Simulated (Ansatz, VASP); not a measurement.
One calculation of CsPtS, two programs

```
Cs Pt S
1.0
     4.08143    0.00000    0.00000
    -2.04071    3.53462    0.00000
     0.00000    0.00000    5.71845
Cs Pt S
1 1 1
Direct
  0.00000 0.00000 0.00000
  0.66667 0.33333 0.50000
  0.33333 0.66667 0.50000
```

Change from the starting cell: species swapped into the BaSbPt type (P-6m2, No. 187).

Alike in both runs: functional PBE; k mesh 12 × 12 × 8; occupations gaussian, width 0.1 eV; no spin polarisation.

Ansatz relaxed the structure, and its values are those at the end. VASP's run is a single point on that final structure, the one shown.

```csv
,VASP,Ansatz
version,VASP 6.6.1,Ansatz 0.2.0
potentials or method,"VASP PAW PBE potentials, release 64 (Cs_sv, Pt, S), cutoff 520 eV","scalar-relativistic, plane waves, PAW"
valence electrons in the cell,25,33
```

|  | VASP | Ansatz | Ansatz less VASP |
| --- | --- | --- | --- |
| gap on the k mesh at the Fermi level (eV) | none | none | - |
| pressure (GPa) | 0.0 | 0.0 | -0.02 |

A gap of «none» marks a metal or a gap that the smearing closes. With one functional, cell and mesh, what is left measures potentials, basis and numerics. VASP's potentials hold 25 valence electrons a cell and Ansatz's 33, so a difference there can come from the potentials and not from the codes.

Spin-orbit coupling is off throughout.
